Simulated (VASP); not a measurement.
# I (C2) in VASP: single point with PBEsol

Aim: the single point of I with PBEsol.

All numbers are computed with VASP 6.6.1; they aren't measurements. Logs are shortened: lines on timing, memory, paths and dates and some standing lists are left out, and cuts for length are marked.

## 1. The cell of the first run

It takes space group C2 (No. 5, monoclinic). The conventional cell has a = 4.919 Å, b = 7.162 Å, c = 9.823 Å, α = 90.00°, β = 91.99°, γ = 90.00°. Within 3.9 Å of I (site symmetry 1) lie 4 I at 2.88 to 3.87 Å. Within 3.3 Å of I (site symmetry 1) lie 1 I at 2.49 Å.

## 2. Single point, PBEsol (strained and its atoms moved)

The input, INCAR:

```
PREC     = Accurate       # precision mode
ENCUT    = 520            # plane-wave cutoff, eV
EDIFF    = 1E-6           # SCF threshold, eV
ISMEAR   = 0              # smearing method
SIGMA    = 0.02           # smearing width, eV
LREAL    = False          # projectors in reciprocal space
LASPH    = True           # aspherical terms in the spheres
NELM     = 80             # most SCF steps
ALGO     = Normal         # electronic algorithm
ISIF     = 2              # what is computed and relaxed
LWAVE    = False          # write WAVECAR
LCHARG   = False          # write CHGCAR
GGA      = PS             # functional
NBANDS   = 22             # bands
```

The input, KPOINTS:

```
Automatic mesh
0
Gamma
  8 8 4
```

The input, POSCAR:

```
I
1.0
    3.5807778000     -2.4591157500     -0.0421960000
    3.5807778000      2.4591157500      0.0421960000
    0.0000000000      0.1721280000      9.8218584000
I
4
Direct
    0.8144209354      0.1607533881      0.1150600648
    0.6639176646      0.3609080118      0.6040546751
    0.1607533881      0.8144209354      0.8849399352
    0.3609080118      0.6639176646      0.3959453249
```

Potentials or basis: VASP PAW PBE potentials, release 64 (I).

Launch:

```
cat potpaw_PBE.64/I/POTCAR > POTCAR
mpirun -np 1 vasp_std > vasp.out
```

OUTCAR:

```text
PREC = Accurate
   ENCUT = 520
   EDIFF = 1E-6
   ISMEAR = 0
   LREAL = False
   LASPH = True
   NELM = 80
   ISIF = 2
   GGA = PS

 ion  position               nearest neighbor table
   1  0.814  0.161  0.115-   3 2.88
   2  0.664  0.361  0.604-   4 2.49
   3  0.161  0.814  0.885-   1 2.88
   4  0.361  0.664  0.396-   2 2.49

  LATTYP: Found a base centered monoclinic cell.
 ALAT       =     4.9189554884
 B/A-ratio  =     1.4559098200
 C/A-ratio  =     1.9970431890
 COS(beta)  =    -0.0346735773

  Lattice vectors:

 A1 = (  -3.5807778000,  -2.4591157500,  -0.0421960000)
 A2 = (   3.5807778000,  -2.4591157500,  -0.0421960000)
 A3 = (   0.0000000000,   0.1721280000,   9.8218584000)

Analysis of symmetry for initial positions (statically):
=====================================================================
 Subroutine PRICEL returns:
 Original cell was already a primitive cell.

 Routine SETGRP: Setting up the symmetry group for a
 base centered monoclinic supercell.

 Subroutine GETGRP returns: Found  2 space group operations
 (whereof  2 operations were pure point group operations)
 out of a pool of  4 trial point group operations.

The static configuration has the point symmetry C_2 .

Analysis of symmetry for dynamics (positions and initial velocities):
=====================================================================
 Subroutine PRICEL returns:
 Original cell was already a primitive cell.

 Routine SETGRP: Setting up the symmetry group for a
 base centered monoclinic supercell.

 Subroutine GETGRP returns: Found  2 space group operations
 (whereof  2 operations were pure point group operations)
 out of a pool of  4 trial point group operations.

The dynamic configuration has the point symmetry C_2 .

 Subroutine INISYM returns: Found  2 space group operations
 (whereof  2 operations are pure point group operations),
 and found     1 'primitive' translations

----------------------------------------------------------------------------------------

                                     Primitive cell

  volume of cell :     172.9217

  direct lattice vectors                    reciprocal lattice vectors
     3.580777800 -2.459115750 -0.042196000     0.139634467 -0.203386279  0.003564343
     3.580777800  2.459115750  0.042196000     0.139634467  0.203386279 -0.003564343
     0.000000000  0.172128000  9.821858400     0.000000000 -0.001747549  0.101844352

  length of vectors
     4.344076476  4.344076476  9.823366555     0.246731569  0.246731569  0.101859344

  position of ions in fractional coordinates (direct lattice)
     0.814420935  0.160753388  0.115060065
     0.663917665  0.360908012  0.604054675
     0.160753388  0.814420935  0.884939935
     0.360908012  0.663917665  0.395945325

  ion indices of the primitive-cell ions
   primitive index   ion index
                 1           1
                 2           2
                 3           3
                 4           4

----------------------------------------------------------------------------------------

 KPOINTS: Automatic mesh

Automatic generation of k-mesh.
 Grid dimensions read from file:
 generate k-points for:    8    8    4

 Generating k-lattice:

  Cartesian coordinates                     Fractional coordinates (reciprocal lattice)
     0.017454308 -0.025423285  0.000445543     0.125000000  0.000000000  0.000000000
     0.017454308  0.025423285 -0.000445543     0.000000000  0.125000000 -0.000000000
     0.000000000 -0.000436887  0.025461088     0.000000000  0.000000000  0.250000000

  Length of vectors
     0.030841446  0.030841446  0.025464836

  Shift w.r.t. Gamma in fractional coordinates (k-lattice)
     0.000000000  0.000000000  0.000000000

 Subroutine IBZKPT returns following result:
 ===========================================

 Found     78 irreducible k-points:

 Following reciprocal coordinates:
            Coordinates               Weight
  0.000000  0.000000  0.000000      1.000000
  0.125000  0.000000  0.000000      4.000000
  0.250000  0.000000  0.000000      4.000000
  0.375000  0.000000 -0.000000      4.000000
  0.500000  0.000000  0.000000      2.000000
  0.125000  0.125000  0.000000      2.000000
[... 16 lines left out ...]
  0.125000  0.000000  0.250000      4.000000
  0.250000 -0.000000  0.250000      4.000000
 [... further k-points ...]
   k-points           NKPTS =     78   k-points in BZ     NKDIM =     78   number of bands    NBANDS=     22
   number of dos      NEDOS =    301   number of ions     NIONS =      4
   total plane-waves  NPLWV =  81920
   dimension x,y,z NGX =    32 NGY =   32 NGZ =   80
   dimension x,y,z NGXF=    64 NGYF=   64 NGZF=  160
   ions per type =               4
   NGX,Y,Z   is equivalent  to a cutoff of  12.25, 12.25, 13.54 a.u.
   NGXF,Y,Z  is equivalent  to a cutoff of  24.49, 24.49, 27.08 a.u.
 SYSTEM =  unknown system
   PREC   = accura    normal or accurate (medium, high low for compatibility)
   ISTART =      0    job   : 0-new  1-cont  2-samecut
   ICHARG =      2    charge: 1-file 2-atom 10-const
   ISPIN  =      1    spin polarized calculation?
   LNONCOLLINEAR =      F non collinear calculations
   LSORBIT =      F    spin-orbit coupling
   LASPH  =      T    aspherical Exc in radial PAW
   ENCUT  =  520.0 eV  38.22 Ry    6.18 a.u.   8.08  8.08 18.26*2*pi/ulx,y,z
   NELM   =     80;   NELMIN=  2; NELMDL= -5     # of ELM steps
   EDIFF  = 0.1E-05   stopping-criterion for ELM
   LREAL  =      F    real-space projection
   EDIFFG = 0.1E-04   stopping-criterion for IOM
   NSW    =      0    number of steps for IOM
   IBRION =     -1    ionic relax: 0-MD 1-quasi-New 2-CG
   NFREE  =      0    steps in history (QN), initial steepest desc. (CG)
   ISIF   =      2    stress and relaxation
   ISYM   =      2    0-nonsym 1-usesym 2-fastsym
   POTIM  = 0.5000    time-step for ionic-motion
   TEBEG  =    0.0;   TEEND  =   0.0 temperature during run
   PSTRESS=    0.0 pullay stress
   NELECT =      28.0000    total number of electrons
   NUPDOWN=      -1.0000    fix difference up-down
   EMIN   =  10.00;   EMAX   =-10.00  energy-range for DOS
   EFERMI =   0.00;   METHOD = LEGACY
   ISMEAR =     0;   SIGMA  =   0.02  broadening in eV -4-tet -1-fermi 0-gaus
   EFERMI_NEDOS =   21; number of points for ismear=-14 and -15
   IALGO  =     38    algorithm
   IMIX   =      4    mixing-type and parameters
     AMIX     =   0.40;   BMIX     =  1.00
     AMIX_MAG =   1.60;   BMIX_MAG =  1.00
  volume/ion in A,a.u.               =      43.23       291.73
  Fermi-wavevector in a.u.,A,eV,Ry     =   0.892300  1.686203 10.832957  0.796200
  Thomas-Fermi vector in A             =   2.014232
   LORBIT       =      0    0 simple, 1 ext, 2 COOP (PROOUT), +10 PAW based schemes
   GGA     = PS    functional components
   LHFCALC =     F    Hartree Fock is set to
   AEXX    =    0.0000 exact exchange contribution
   IVDW    =     0    specifies the selected vdW correction
   LEPSILON=     F    determine dielectric tensor
   LRPA    =     F    only Hartree local field effects (RPA)
 non-spin polarized calculation
 Gauss-broadening in eV      SIGMA  =   0.02
  energy-cutoff  :      520.00
  volume of cell :      172.92
 maximum number of plane-waves:      4679
   NGX = 17   NGY = 17   NGZ = 37

 number of electron      28.0000003 magnetization

 Free energy of the ion-electron system (eV)
  ---------------------------------------------------
  ext. energy  EPLUGINS =         0.00000000
  ---------------------------------------------------
  free energy    TOTEN  =        -6.30794984 eV

  energy without entropy =       -6.30794984  energy(sigma->0) =       -6.30794984

 E-fermi :   2.5744     XC(G=0):  -8.1466

 val. band max:        2.4297824092   @ k =   0.5000  -0.0000   0.5000
 cond. band min:       3.0845772521   @ k =   0.5000   0.5000   0.5000
 fundamental gap:      0.6547948429
 Fermi energy:         2.5743777008

 k-point     1 :       0.0000    0.0000    0.0000
  band No.  band energies     occupation
      1     -12.0849      2.00000
      2     -10.3838      2.00000
      3      -9.0740      2.00000
      4      -8.3318      2.00000
      5      -2.3055      2.00000
      6      -0.8169      2.00000
[... 14 lines left out ...]
     21       9.5671      0.00000
     22       9.7699      0.00000

 k-point     2 :       0.1250    0.0000    0.0000
  band No.  band energies     occupation
      1     -12.0530      2.00000
      2     -10.3439      2.00000
      3      -9.0490      2.00000
      4      -8.3696      2.00000
      5      -2.3124      2.00000
      6      -0.9094      2.00000
[... 14 lines left out ...]
     21       9.2600      0.00000
     22       9.6286      0.00000

 k-point     3 :       0.2500    0.0000    0.0000
  band No.  band energies     occupation
      1     -11.9732      2.00000
      2     -10.2411      2.00000
      3      -8.9826      2.00000
      4      -8.4761      2.00000
      5      -2.3473      2.00000
      6      -1.2888      2.00000
[... 14 lines left out ...]
     21       9.5487      0.00000
     22      10.1909      0.00000

 k-point     4 :       0.3750    0.0000   -0.0000
  band No.  band energies     occupation
      1     -11.8888      2.00000
      2     -10.1265      2.00000
      3      -8.8909      2.00000
      4      -8.6236      2.00000
      5      -2.3855      2.00000
      6      -1.7633      2.00000
[... 14 lines left out ...]
     21       9.8906      0.00000
     22      10.8065      0.00000

 k-point     5 :       0.5000    0.0000    0.0000
  band No.  band energies     occupation
      1     -11.8524      2.00000
      2     -10.0745      2.00000
      3      -8.7961      2.00000
      4      -8.7474      2.00000
      5      -2.3760      2.00000
      6      -1.9915      2.00000
[... 417 lines left out ...]
 k-point    22 :       0.0000    0.0000    0.2500
  band No.  band energies     occupation
      1     -12.0822      2.00000
      2     -10.4126      2.00000
      3      -8.9549      2.00000
      4      -8.4346      2.00000
      5      -2.2260      2.00000
      6      -1.0241      2.00000
[... 14 lines left out ...]
     21       9.3385      0.00000
     22       9.3533      0.00000

 k-point    23 :       0.1250    0.0000    0.2500
  band No.  band energies     occupation
      1     -12.0505      2.00000
      2     -10.3711      2.00000
      3      -8.9317      2.00000
      4      -8.4705      2.00000
      5      -2.2458      2.00000
      6      -1.0720      2.00000
[... 14 lines left out ...]
     21       9.3207      0.00000
     22       9.4451      0.00000

 k-point    24 :       0.2500   -0.0000    0.2500
  band No.  band energies     occupation
      1     -11.9716      2.00000
      2     -10.2597      2.00000
      3      -8.8917      2.00000
      4      -8.5538      2.00000
      5      -2.3236      2.00000
      6      -1.1605      2.00000
[... 14 lines left out ...]
     21       9.5300      0.00000
     22       9.8129      0.00000

 [... further k-points ...]

------------------------ aborting loop because EDIFF is reached ----------------------------------------

  FORCE on cell =-STRESS in cart. coord.  units (eV):
  Direction    XX          YY          ZZ          XY          YZ          ZX
  --------------------------------------------------------------------------------------
  -------------------------------------------------------------------------------------
  Total        0.6583421      0.7348122      1.8449526      0.0000000     -5.6726912      0.0000000
  in kB        6.0997612      6.8082824     17.0941067      0.0000000    -52.5593922      0.0000000
  external PRESSURE =      10.0007167 kB  Pullay stress =       0.0000000 kB

 VOLUME and BASIS-vectors are now :
 -----------------------------------------------------------------------------
  energy-cutoff  :      520.00
  volume of cell :      172.92
      direct lattice vectors                 reciprocal lattice vectors
     3.580777800 -2.459115750 -0.042196000     0.139634467 -0.203386279  0.003564343
     3.580777800  2.459115750  0.042196000     0.139634467  0.203386279 -0.003564343
     0.000000000  0.172128000  9.821858400     0.000000000 -0.001747549  0.101844352

 POSITION                                       TOTAL-FORCE (eV/Angst)
 -----------------------------------------------------------------------------------
      3.49188     -1.58764      1.10252         0.036692     -0.659635     -0.373910
      3.66967     -0.64116      5.92015        -0.036692     -1.897038      3.007002
      3.49188      1.75977      8.71934         0.036692      0.659635      0.373910
      3.66967      0.81329      3.90170        -0.036692      1.897038     -3.007002
 -----------------------------------------------------------------------------------
    total drift:                                0.000159     -0.000000      0.000000

  FREE ENERGIE OF THE ION-ELECTRON SYSTEM (eV)
  ---------------------------------------------------
  free  energy   TOTEN  =        -6.3079498420 eV

  energy  without entropy=       -6.3079498420  energy(sigma->0) =       -6.30794984
```

Run time: 7.1 min. Hardware: 1 thread of Intel Xeon 8259CL, shared host; peak memory 0.41 GiB.

What came out:

```
Free energy            : -6.3079 eV
Pressure               : 1.0 GPa
Largest force          : 3.556 eV/Å
Band gap on the k mesh : 0.65 eV (least direct gap 0.92 eV)
```

Forces in eV/Å, atoms in the order of the input:
```
I    0.037 -0.660 -0.374
I   -0.037 -1.897  3.007
I    0.037  0.660  0.374
I   -0.037  1.897 -3.007
```

Levels at points of the mesh, in eV from the valence-band top:
```tsv
k point	band 12	band 13	band 14	band 15	band 16	band 17
(0.00, 0.00, 0.00)	-0.73	-0.32	-0.16	0.94	2.36	4.83
(0.50, 0.00, 0.00)	-1.02	-0.61	-0.35	1.49	2.52	5.04
(0.50, 0.50, 0.00)	-1.46	-1.07	-0.38	0.71	2.00	4.98
(0.00, 0.00, 0.50)	-0.73	-0.31	-0.17	0.94	2.01	5.07
(0.50, 0.00, 0.50)	-0.77	-0.17	0.00	0.92	2.12	5.29
(0.50, 0.50, 0.50)	-1.31	-0.99	-0.99	0.65	1.74	5.61
```

Caveat: the cell differs from its parent crystal (strained and its atoms moved); semilocal functionals underestimate gaps, and a narrow one can read as zero; this functional lacks dispersion, which holds the molecules together, so the pressure and a relaxed volume are unreliable; the PAW data sets were made with another functional, which shifts forces and pressure a little; spin-orbit coupling is left out, which moves the levels of the heavy elements.
